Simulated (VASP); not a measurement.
# Hf (P6_3/mmc) in VASP: notebook

Runs on Hf. Level: PBEsol. Tasks: single point.

All numbers are computed with VASP 6.6.1; they aren't measurements. Logs are shortened: lines on timing, memory, paths and dates and some standing lists are left out, and cuts for length are marked.

## 1. The cell of the first run

Symmetry: P6_3/mmc, No. 194, hexagonal system. The conventional cell has a = 3.081 Å, b = 3.081 Å, c = 5.296 Å, α = 90.00°, β = 90.00°, γ = 120.00°. Hf (site symmetry -6m2) has 12 Hf at 3.08 to 3.19 Å within 4.1 Å.

## 2. Single point, PBEsol

File INCAR:

```
  PREC = Accurate
  ENCUT = 520
  EDIFF = 1E-6
  ISMEAR = 0
  SIGMA = 0.15
  LREAL = False
  LASPH = True
  NELM = 100
  ALGO = Fast
  ISIF = 2
  LWAVE = False
  LCHARG = False
  GGA = PS
  NBANDS = 17
```

File KPOINTS:

```
Automatic mesh
0
Gamma
  18 18 10
```

File POSCAR:

```
Hf
1.0
    3.0813000000      0.0000000000      0.0000000000
   -1.5406500000      2.6684840767      0.0000000000
    0.0000000000      0.0000000000      5.2960000000
Hf
2
Direct
    0.3333333333      0.6666666667      0.2500000000
    0.6666666667      0.3333333333      0.7500000000
```

Potentials or basis: VASP PAW PBE potentials, release 64 (Hf_pv).

The run is started by

```bash
> cat potpaw_PBE.64/Hf_pv/POTCAR > POTCAR
> mpirun -np 1 vasp_std > vasp.out
```

OUTCAR:

```text
PREC = Accurate
   ENCUT = 520
   EDIFF = 1E-6
   ISMEAR = 0
   LREAL = False
   LASPH = True
   NELM = 100
   ISIF = 2
   GGA = PS

 ion  position               nearest neighbor table
   1  0.333  0.667  0.250-   2 3.19   2 3.19   2 3.19   2 3.19   2 3.19   2 3.19
   2  0.667  0.333  0.750-   1 3.19   1 3.19   1 3.19   1 3.19   1 3.19   1 3.19

  LATTYP: Found a hexagonal cell.
 ALAT       =     3.0813000000
 C/A-ratio  =     1.7187550709

  Lattice vectors:

 A1 = (   3.0813000000,   0.0000000000,   0.0000000000)
 A2 = (  -1.5406500000,   2.6684840767,   0.0000000000)
 A3 = (   0.0000000000,   0.0000000000,   5.2960000000)

Analysis of symmetry for initial positions (statically):
=====================================================================
 Subroutine PRICEL returns:
 Original cell was already a primitive cell.

 Routine SETGRP: Setting up the symmetry group for a
 hexagonal supercell.

 Subroutine GETGRP returns: Found 24 space group operations
 (whereof 12 operations were pure point group operations)
 out of a pool of 24 trial point group operations.

The static configuration has the point symmetry D_3d.
 The point group associated with its full space group is D_6h.

Analysis of symmetry for dynamics (positions and initial velocities):
=====================================================================
 Subroutine PRICEL returns:
 Original cell was already a primitive cell.

 Routine SETGRP: Setting up the symmetry group for a
 hexagonal supercell.

 Subroutine GETGRP returns: Found 24 space group operations
 (whereof 12 operations were pure point group operations)
 out of a pool of 24 trial point group operations.

The dynamic configuration has the point symmetry D_3d.
 The point group associated with its full space group is D_6h.

 Subroutine INISYM returns: Found 24 space group operations
 (whereof 12 operations are pure point group operations),
 and found     1 'primitive' translations

----------------------------------------------------------------------------------------

                                     Primitive cell

  volume of cell :      43.5458

  direct lattice vectors                    reciprocal lattice vectors
     3.081300000  0.000000000  0.000000000     0.324538344  0.187372300  0.000000000
    -1.540650000  2.668484077  0.000000000     0.000000000  0.374744601  0.000000000
     0.000000000  0.000000000  5.296000000     0.000000000  0.000000000  0.188821752

  length of vectors
     3.081300000  3.081300000  5.296000000     0.374744601  0.374744601  0.188821752

  position of ions in fractional coordinates (direct lattice)
     0.333333333  0.666666667  0.250000000
     0.666666667  0.333333333  0.750000000

  ion indices of the primitive-cell ions
   primitive index   ion index
                 1           1
                 2           2

----------------------------------------------------------------------------------------

 KPOINTS: Automatic mesh

Automatic generation of k-mesh.
 Grid dimensions read from file:
 generate k-points for:   18   18   10

 Generating k-lattice:

  Cartesian coordinates                     Fractional coordinates (reciprocal lattice)
     0.018029908  0.010409572  0.000000000     0.055555556  0.000000000  0.000000000
     0.000000000  0.020819144  0.000000000     0.000000000  0.055555556  0.000000000
     0.000000000  0.000000000  0.018882175     0.000000000  0.000000000  0.100000000

  Length of vectors
     0.020819144  0.020819144  0.018882175

  Shift w.r.t. Gamma in fractional coordinates (k-lattice)
     0.000000000  0.000000000  0.000000000

 Subroutine IBZKPT returns following result:
 ===========================================

 Found    222 irreducible k-points:

 Following reciprocal coordinates:
            Coordinates               Weight
  0.000000  0.000000  0.000000      1.000000
  0.055556  0.000000  0.000000      6.000000
  0.111111  0.000000  0.000000      6.000000
  0.166667 -0.000000  0.000000      6.000000
  0.222222 -0.000000  0.000000      6.000000
  0.277778  0.000000  0.000000      6.000000
[... 16 lines left out ...]
  0.333333  0.111111  0.000000     12.000000
  0.388889  0.111111  0.000000     12.000000
 [... further k-points ...]
   k-points           NKPTS =    222   k-points in BZ     NKDIM =    222   number of bands    NBANDS=     17
   number of dos      NEDOS =    301   number of ions     NIONS =      2
   total plane-waves  NPLWV =  23040
   dimension x,y,z NGX =    24 NGY =   24 NGZ =   40
   dimension x,y,z NGXF=    48 NGYF=   48 NGZF=   80
   ions per type =               2
   NGX,Y,Z   is equivalent  to a cutoff of  12.95, 12.95, 12.56 a.u.
   NGXF,Y,Z  is equivalent  to a cutoff of  25.90, 25.90, 25.11 a.u.
 SYSTEM =  unknown system
   PREC   = accura    normal or accurate (medium, high low for compatibility)
   ISTART =      0    job   : 0-new  1-cont  2-samecut
   ICHARG =      2    charge: 1-file 2-atom 10-const
   ISPIN  =      1    spin polarized calculation?
   LNONCOLLINEAR =      F non collinear calculations
   LSORBIT =      F    spin-orbit coupling
   LASPH  =      T    aspherical Exc in radial PAW
   ENCUT  =  520.0 eV  38.22 Ry    6.18 a.u.   5.73  5.73  9.85*2*pi/ulx,y,z
   NELM   =    100;   NELMIN=  2; NELMDL= -5     # of ELM steps
   EDIFF  = 0.1E-05   stopping-criterion for ELM
   LREAL  =      F    real-space projection
   EDIFFG = 0.1E-04   stopping-criterion for IOM
   NSW    =      0    number of steps for IOM
   IBRION =     -1    ionic relax: 0-MD 1-quasi-New 2-CG
   NFREE  =      0    steps in history (QN), initial steepest desc. (CG)
   ISIF   =      2    stress and relaxation
   ISYM   =      2    0-nonsym 1-usesym 2-fastsym
   POTIM  = 0.5000    time-step for ionic-motion
   TEBEG  =    0.0;   TEEND  =   0.0 temperature during run
   PSTRESS=    0.0 pullay stress
   NELECT =      20.0000    total number of electrons
   NUPDOWN=      -1.0000    fix difference up-down
   EMIN   =  10.00;   EMAX   =-10.00  energy-range for DOS
   EFERMI =   0.00;   METHOD = LEGACY
   ISMEAR =     0;   SIGMA  =   0.15  broadening in eV -4-tet -1-fermi 0-gaus
   EFERMI_NEDOS =   21; number of points for ismear=-14 and -15
   IALGO  =     68    algorithm
   IMIX   =      4    mixing-type and parameters
     AMIX     =   0.40;   BMIX     =  1.00
     AMIX_MAG =   1.60;   BMIX_MAG =  1.00
  volume/ion in A,a.u.               =      21.77       146.93
  Fermi-wavevector in a.u.,A,eV,Ry     =   1.263095  2.386903 21.706852  1.595409
  Thomas-Fermi vector in A             =   2.396469
   LORBIT       =      0    0 simple, 1 ext, 2 COOP (PROOUT), +10 PAW based schemes
   GGA     = PS    functional components
   LHFCALC =     F    Hartree Fock is set to
   AEXX    =    0.0000 exact exchange contribution
   IVDW    =     0    specifies the selected vdW correction
   LEPSILON=     F    determine dielectric tensor
   LRPA    =     F    only Hartree local field effects (RPA)
 non-spin polarized calculation
 RMM-DIIS sequential band-by-band and
 Gauss-broadening in eV      SIGMA  =   0.15
  energy-cutoff  :      520.00
  volume of cell :       43.55
 maximum number of plane-waves:      1190
 NGX is ok and might be reduce to    24
   NGX = 11   NGY = 11   NGZ = 19

 number of electron      19.9999999 magnetization

 Free energy of the ion-electron system (eV)
  ---------------------------------------------------
  ext. energy  EPLUGINS =         0.00000000
  ---------------------------------------------------
  free energy    TOTEN  =       -20.93780147 eV

  energy without entropy =      -20.91868336  energy(sigma->0) =      -20.92824241

 E-fermi :   4.9046     XC(G=0): -11.5129

 val. band max:        4.8986792896   @ k =   0.3333   0.2778   0.4000
 cond. band min:       4.9048927914   @ k =   0.3333   0.3333   0.3000
 fundamental gap:      0.0062135018
 Fermi energy:         4.9046266951

 k-point     1 :       0.0000    0.0000    0.0000
  band No.  band energies     occupation
      1     -25.9536      2.00000
      2     -25.1643      2.00000
      3     -25.1373      2.00000
      4     -25.1373      2.00000
      5     -25.0487      2.00000
      6     -25.0487      2.00000
[... 9 lines left out ...]
     16       8.3112      0.00000
     17      10.5704      0.00000

 k-point     2 :       0.0556    0.0000    0.0000
  band No.  band energies     occupation
      1     -25.9449      2.00000
      2     -25.1662      2.00000
      3     -25.1625      2.00000
      4     -25.1446      2.00000
      5     -25.0747      2.00000
      6     -25.0530      2.00000
[... 9 lines left out ...]
     16       8.2086      0.00000
     17      10.6658      0.00000

 k-point     3 :       0.1111    0.0000    0.0000
  band No.  band energies     occupation
      1     -25.9192      2.00000
      2     -25.2349      2.00000
      3     -25.1721      2.00000
      4     -25.1650      2.00000
      5     -25.1487      2.00000
      6     -25.0656      2.00000
[... 9 lines left out ...]
     16       7.9472      0.00000
     17      10.7855      0.00000

 k-point     4 :       0.1667   -0.0000    0.0000
  band No.  band energies     occupation
      1     -25.8785      2.00000
      2     -25.3451      2.00000
      3     -25.2594      2.00000
      4     -25.1957      2.00000
      5     -25.1826      2.00000
      6     -25.0853      2.00000
[... 9 lines left out ...]
     16       7.7772      0.00000
     17      10.9450      0.00000
[... 343 lines left out ...]
      1     -25.7407      2.00000
      2     -25.6810      2.00000
      3     -25.6589      2.00000
      4     -25.3426      2.00000
      5     -25.2554      2.00000
      6     -25.2162      2.00000
[... 9 lines left out ...]
     16      10.6370      0.00000
     17      10.8343      0.00000

 k-point    23 :       0.3333    0.1111    0.0000
  band No.  band energies     occupation
      1     -25.8364      2.00000
      2     -25.7367      2.00000
      3     -25.6204      2.00000
      4     -25.3820      2.00000
      5     -25.2870      2.00000
      6     -25.2424      2.00000
[... 9 lines left out ...]
     16      10.8167      0.00000
     17      11.5680      0.00000

 k-point    24 :       0.3889    0.1111    0.0000
  band No.  band energies     occupation
      1     -25.8982      2.00000
      2     -25.7870      2.00000
      3     -25.5721      2.00000
      4     -25.4074      2.00000
      5     -25.3164      2.00000
      6     -25.2594      2.00000
[... 9 lines left out ...]
     16      10.8481      0.00000
     17      12.3576      0.00000

 [... further k-points ...]
[... 5 lines left out ...]
  --------------------------------------------------------------------------------------
  -------------------------------------------------------------------------------------
  Total        0.5191052      0.5191052     -2.0595050      0.0000000     -0.0000000      0.0000000
  in kB       19.0993853     19.0993853    -75.7751585      0.0000000     -0.0000000      0.0000000
  external PRESSURE =     -12.5254626 kB  Pullay stress =       0.0000000 kB

 VOLUME and BASIS-vectors are now :
 -----------------------------------------------------------------------------
  energy-cutoff  :      520.00
  volume of cell :       43.55
      direct lattice vectors                 reciprocal lattice vectors
     3.081300000  0.000000000  0.000000000     0.324538344  0.187372300  0.000000000
    -1.540650000  2.668484077  0.000000000     0.000000000  0.374744601  0.000000000
     0.000000000  0.000000000  5.296000000     0.000000000  0.000000000  0.188821752

 POSITION                                       TOTAL-FORCE (eV/Angst)
 -----------------------------------------------------------------------------------
     -0.00000      1.77899      1.32400         0.000000     -0.000000      0.000000
      1.54065      0.88949      3.97200        -0.000000      0.000000      0.000000
 -----------------------------------------------------------------------------------
    total drift:                               -0.000000      0.000000     -0.000000

  FREE ENERGIE OF THE ION-ELECTRON SYSTEM (eV)
  ---------------------------------------------------
  free  energy   TOTEN  =       -20.9378014663 eV

  energy  without entropy=      -20.9186833621  energy(sigma->0) =      -20.92824241
```

Wall time 89 s (1 thread of Intel Xeon 6975P-C, shared host); peak memory 0.26 GiB.

What came out:

- Free energy: -20.9378 eV
- Pressure: -1.3 GPa
- Band gap on the k mesh: zero (bands 10 and 11 overlap by 1.08 eV)

Caveat: the stress differs along the axes, from -8 to 2 GPa; the PAW data sets were made with another functional, which shifts forces and pressure a little; spin-orbit coupling is left out, which moves the levels of the heavy elements.

## 3. Single point, PBEsol

This run uses another cell than the first one, of 21.84 Å³/atom.

File INCAR:

```
PREC = Accurate
ENCUT = 520
EDIFF = 1E-7
ISMEAR = 0
SIGMA = 0.15
LREAL = F
LASPH = T
NELM = 80
ALGO = Fast
ISIF = 2
LWAVE = F
LCHARG = F
GGA = PS
NBANDS = 17
```

KPOINTS is that of step 2.

File POSCAR:

```
Hf
1.0
    3.0023000000      0.0000000000      0.0000000000
   -1.5011500000      2.6000680698      0.0000000000
    0.0000000000      0.0000000000      5.5958000000
Hf
2
Direct
    0.3333333333      0.6666666667      0.2500000000
    0.6666666667      0.3333333333      0.7500000000
```

Potentials or basis: VASP PAW PBE potentials, release 64 (Hf_pv).

The run is started by

```bash
> cat potpaw_PBE.64/Hf_pv/POTCAR > POTCAR
> mpirun -np 1 vasp_std > vasp.out
```

Run time: 1.9 min. Hardware: 1 thread of Intel Xeon 6975P-C, shared host; peak memory 0.26 GiB.

Results (log left out):

```
Free energy            : -20.7510 eV
Pressure               : -1.5 GPa
Band gap on the k mesh : zero (bands 10 and 11 overlap by 0.50 eV)
```

Stress tensor (GPa, compression positive):
```
  3.38   0.00   0.00
  0.00   3.38   0.00
  0.00   0.00 -11.22
```

Levels at points of the mesh, in eV from the Fermi level:
```tsv
k point	band 6	band 7	band 8	band 9	band 10	band 11	band 12	band 13	band 14	band 15
(0.00, 0.00, 0.00)	-29.81	-7.34	-4.21	-0.34	0.01	1.58	1.58	2.03	2.03	4.14
(0.50, 0.00, 0.00)	-30.02	-3.21	-2.86	-2.39	0.05	0.13	1.02	2.07	6.04	6.50
(0.00, 0.00, 0.50)	-29.83	-5.79	-5.79	-0.60	-0.60	1.66	1.66	1.66	1.66	5.26
(0.50, 0.00, 0.50)	-30.07	-3.38	-3.38	-1.41	-1.41	1.63	1.63	3.54	3.54	5.61
```

Caveat: the stress differs along the axes, from -11 to 3 GPa; the PAW data sets were made with another functional, which shifts forces and pressure a little; spin-orbit coupling is left out, which moves the levels of the heavy elements.
